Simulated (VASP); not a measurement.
The system is BN.

```
CELL_PARAMETERS angstrom
2.31480 0.00000 0.00000
0.00000 2.31480 0.00000
0.00000 0.00000 2.31480
ATOMIC_POSITIONS crystal
B 0.00000 0.00000 0.00000
N 0.50000 0.50000 0.50000
```

Base run:

```yaml
Program: VASP 6.6.1
Functional: r2SCAN
Potentials_or_basis: VASP PAW PBE potentials, release 64 (B, N)
Cutoff: 660 eV
k_mesh: 8 × 8 × 8
Occupations: fermi-dirac, width 0.02 eV
Spin: no spin polarisation
```

Its results: band gap on the k mesh zero (band 4 reaches 10.08 eV, above the bottom of band 5 at 7.17 eV); pressure -0.8 GPa.

Problem. The run is repeated on the same cell with these changes: functional from r2SCAN to PBE; cutoff from 660 eV to 600 eV. What comes out?

Solution. Band gap on the k mesh zero (band 4 reaches 9.94 eV, above the bottom of band 5 at 7.18 eV); pressure 1.3 GPa.

Caveats: the PAW data sets were made with another functional, which shifts forces and pressure a little (some runs).
